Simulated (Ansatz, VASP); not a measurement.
Cr in VASP and in Ansatz

```
CELL_PARAMETERS angstrom
0.00000 1.80856 1.80856
1.80856 0.00000 1.80856
1.80856 1.80856 0.00000
ATOMIC_POSITIONS crystal
Cr 0.00000 0.00000 0.00000
```

Alike in both runs: task single point; functional PBE; k mesh 20 × 20 × 20; occupations gaussian, width 0.05 eV; collinear spin.

```csv
,VASP,Ansatz
version,VASP 6.6.1,Ansatz 0.2.0
potentials or method,"VASP PAW PBE potentials, release 64 (Cr_pv), cutoff 500 eV","scalar-relativistic, plane waves, PAW"
valence electrons in the cell,12,14
```

Ansatz gave:

| Property | Result |
| --- | --- |
| pressure (GPa) | 0.8 |
| net moment per atom (μB) | 0.00 |

**Question.** Which values does VASP return?

**Answer.** Pressure (GPa): -0.6; net moment per atom (μB): 0.00.

VASP's potentials hold 12 valence electrons a cell and Ansatz's 14, so a difference there can come from the potentials and not from the codes. Ansatz's warnings: seeded moment not kept.
